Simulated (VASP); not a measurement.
# Cu in VASP: a series of runs, part 2 of 2

VASP 6.6.1. The steps go on from the part before.

### 4 Single point, PBEsol, collinear spin, ferromagnetic start

This run uses another cell than the first one, of 189.81 Å³/atom, 1.735 times its volume.

INCAR

```
SYSTEM = Cu
ALGO = Normal ; EDIFF = 1E-6
ENCUT = 520 ; GGA = PS
ISIF = 2 ; ISMEAR = 0
ISPIN = 2 ; LASPH = .TRUE.
LCHARG = .TRUE. ; LELF = .TRUE.
LMAXMIX = 4 ; LORBIT = 11
LREAL = .FALSE. ; LVHAR = .TRUE.
LWAVE = .FALSE. ; MAGMOM = 0.5 0.5
NBANDS = 22 ; NELM = 150
PREC = Accurate ; SIGMA = 0.05
```

KPOINTS

```
k-points
0
G
  1 1 16
  0 0 0
```

POSCAR

```
Cu
1.0
   10.0000000000      0.0000000000      0.0000000000
    0.0000000000      9.3000000000      0.0000000000
    0.0000000000      0.0000000000      4.0818889953
Cu
2
Direct
    0.4489763876      0.5000000000      0.0000000000
    0.5510236124      0.5000000000      0.5000000000
```

Potentials or basis: VASP PAW PBE potentials, release 64 (Cu).

Started as:

```console
> cat potpaw_PBE.64/Cu/POTCAR > POTCAR
> mpirun -np 1 vasp_std > vasp.out
```

OUTCAR:

```text
SYSTEM = Cu
   EDIFF = 1E-6
   ENCUT = 520
   GGA = PS
   ISIF = 2
   ISMEAR = 0
   ISPIN = 2
   LASPH = .TRUE.
   LORBIT = 11
   LREAL = .FALSE.
   NELM = 150
   PREC = Accurate

 ion  position               nearest neighbor table
   1  0.449  0.500  0.000-   2 2.28   2 2.28
   2  0.551  0.500  0.500-   1 2.28   1 2.28

  LATTYP: Found a simple orthorhombic cell.
 ALAT       =     4.0818889953
 B/A-ratio  =     2.2783569104
 C/A-ratio  =     2.4498461402

  Lattice vectors:

 A1 = (   0.0000000000,   0.0000000000,  -4.0818889953)
 A2 = (   0.0000000000,   9.3000000000,   0.0000000000)
 A3 = (  10.0000000000,   0.0000000000,   0.0000000000)

Analysis of symmetry for initial positions (statically):
=====================================================================
 Subroutine PRICEL returns:
 Original cell was already a primitive cell.

 Routine SETGRP: Setting up the symmetry group for a
 simple orthorhombic supercell.

 Subroutine GETGRP returns: Found  8 space group operations
 (whereof  4 operations were pure point group operations)
 out of a pool of  8 trial point group operations.

The static configuration has the point symmetry C_2v.
 The point group associated with its full space group is D_2h.

Analysis of symmetry for dynamics (positions and initial velocities):
=====================================================================
 Subroutine PRICEL returns:
 Original cell was already a primitive cell.

 Routine SETGRP: Setting up the symmetry group for a
 simple orthorhombic supercell.

 Subroutine GETGRP returns: Found  8 space group operations
 (whereof  4 operations were pure point group operations)
 out of a pool of  8 trial point group operations.

The dynamic configuration has the point symmetry C_2v.
 The point group associated with its full space group is D_2h.

Analysis of structural, dynamic, and magnetic symmetry:
[... 137 lines left out ...]
 number of electron      21.9999996 magnetization       0.0000525

 Free energy of the ion-electron system (eV)
  ---------------------------------------------------
  ext. energy  EPLUGINS =         0.00000000
  ---------------------------------------------------
  free energy    TOTEN  =        -4.25990237 eV

  energy without entropy =       -4.25637618  energy(sigma->0) =       -4.25813928

 E-fermi :  -3.9100     XC(G=0):  -2.0642

 val. band max:       -3.9100085456   @ k =   0.0000   0.0000   0.5000
 cond. band min:      -3.9099907058   @ k =   0.0000   0.0000   0.5000
 fundamental gap:      0.0000178398
 Fermi energy:        -3.9099996257

 spin component 1

 k-point     1 :       0.0000    0.0000    0.0000
  band No.  band energies     occupation
      1      -7.2088      1.00000
      2      -5.7303      1.00000
      3      -5.7300      1.00000
      4      -5.6716      1.00000
      5      -5.2343      1.00000
      6      -5.0958      1.00000
[... 214 lines left out ...]
     21       4.3663      0.00000
     22       4.3663      0.00000
 Fermi energy:        -3.9099996257

 spin component 2

 k-point     1 :       0.0000    0.0000    0.0000
  band No.  band energies     occupation
      1      -7.2087      1.00000
      2      -5.7303      1.00000
      3      -5.7300      1.00000
      4      -5.6716      1.00000
      5      -5.2342      1.00000
      6      -5.0958      1.00000
[... 214 lines left out ...]
     21       4.3652      0.00000
     22       4.3652      0.00000

------------------------ aborting loop because EDIFF is reached ----------------------------------------

  FORCE on cell =-STRESS in cart. coord.  units (eV):
  Direction    XX          YY          ZZ          XY          YZ          ZX
  --------------------------------------------------------------------------------------
  -------------------------------------------------------------------------------------
  Total       -0.1114371     -0.0290084     -1.6077551      0.0000000      0.0000000      0.0000000
  in kB       -0.4703229     -0.1224307     -6.7855700      0.0000000      0.0000000      0.0000000
  external PRESSURE =      -2.4594412 kB  Pullay stress =       0.0000000 kB

 VOLUME and BASIS-vectors are now :
 -----------------------------------------------------------------------------
  energy-cutoff  :      520.00
  volume of cell :      379.62
      direct lattice vectors                 reciprocal lattice vectors
    10.000000000  0.000000000  0.000000000     0.100000000  0.000000000  0.000000000
     0.000000000  9.300000000  0.000000000     0.000000000  0.107526882  0.000000000
     0.000000000  0.000000000  4.081888995     0.000000000  0.000000000  0.244984614

 POSITION                                       TOTAL-FORCE (eV/Angst)
 -----------------------------------------------------------------------------------
      4.48976      4.65000      0.00000         0.086712      0.000000      0.000000
      5.51024      4.65000      2.04094        -0.086712      0.000000      0.000000
 -----------------------------------------------------------------------------------
    total drift:                               -0.000000      0.000000      0.000000

  FREE ENERGIE OF THE ION-ELECTRON SYSTEM (eV)
  ---------------------------------------------------
  free  energy   TOTEN  =        -4.2599023683 eV

  energy  without entropy=       -4.2563761836  energy(sigma->0) =       -4.25813928

 total charge

# of ion       s       p       d       tot
------------------------------------------
    1        0.490   0.107   9.286   9.883
    2        0.490   0.107   9.286   9.883
--------------------------------------------------
tot          0.980   0.214  18.571  19.765

 magnetization (x)

# of ion       s       p       d       tot
------------------------------------------
    1        0.000   0.000   0.000   0.000
    2        0.000   0.000   0.000   0.000
--------------------------------------------------
tot          0.000   0.000   0.000   0.000
```

OSZICAR:

```text
N       E                     dE             d eps       ncg     rms          rms(c)
DAV:   1     0.135821827335E+03    0.13582E+03   -0.61301E+03   792   0.691E+02
DAV:   2    -0.938636487299E+00   -0.13676E+03   -0.11372E+03   792   0.173E+02
[... 16 lines left out ...]
DAV:  19    -0.425987428546E+01   -0.19862E-04   -0.53901E-06   830   0.825E-03    0.137E-03
DAV:  20    -0.425989106825E+01   -0.16783E-04   -0.23221E-06   806   0.858E-03    0.160E-03
DAV:  21    -0.425989729796E+01   -0.62297E-05   -0.77744E-07   706   0.503E-03    0.737E-04
DAV:  22    -0.425989930594E+01   -0.20080E-05   -0.13659E-07   744   0.245E-03    0.197E-04
DAV:  23    -0.425990222458E+01   -0.29186E-05   -0.17752E-07   700   0.158E-03    0.240E-04
DAV:  24    -0.425990236834E+01   -0.14376E-06   -0.23229E-08   664   0.822E-04
   1 F= -.42599024E+01 E0= -.42581393E+01  d E =-.352618E-02  mag=     0.0000
```

stdout:

```text
POSCAR found type information on POSCAR Cu
 POSCAR found :  1 types and       2 ions
 scaLAPACK will be used
 -----------------------------------------------------------------------------
|                                                                             |
|                                                                             |
|     You enforced a specific xc type in the INCAR file but a different       |
|     I HOPE YOU KNOW WHAT YOU ARE DOING!                                     |
|                                                                             |
 -----------------------------------------------------------------------------

 LDA part: xc-table for (Slater+PW92), standard interpolation
 POSCAR, INCAR and KPOINTS ok, starting setup
 FFT: planning ... GRIDC
 FFT: planning ... GRID_SOFT
 FFT: planning ... GRID
 WAVECAR not read
 entering main loop
```

Wall time 4.7 min (1 thread of Intel Xeon 6975P-C, shared host); peak memory 0.59 GiB.

Results:

```
Free energy                                           : -4.2599 eV
Largest force                                         : 0.087 eV/Å
Band gap on the k mesh                                : zero (filled and empty bands touch)
Net moment                                            : 0.00 μB per cell
Valence electrons inside the program's atomic spheres : Cu 9.88
```

Forces on the atoms (eV/Å):
```
Cu   0.087  0.000  0.000
Cu  -0.087  0.000  0.000
```

Caveat: the PAW data sets were made with another functional, which shifts forces and pressure a little.

### 5 Overview

```csv
cell,k mesh,gap on the mesh (eV),moment (μB),largest force (eV/Å)
"a = 10.000, b = 9.300, c = 2.352 Å, 2 atoms",1 × 1 × 16,none,0.00,0.03
"a = 11.000, b = 9.300, c = 2.340 Å, 2 atoms",1 × 1 × 27,none,0.00,0.03
"a = 10.000, b = 9.300, c = 4.082 Å, 2 atoms",1 × 1 × 16,none,0.00,0.09
```

Alike in all rows: task single point; level PBEsol; potentials or basis VASP PAW PBE potentials, release 64 (Cu); spin collinear, ferromagnetic start; cutoff (eV) 520; smearing gaussian 0.05 eV.

Caveats: the PAW data sets were made with another functional, which shifts forces and pressure a little.

Total energies depend on the potentials used, so only differences within one code and one set of settings carry meaning.
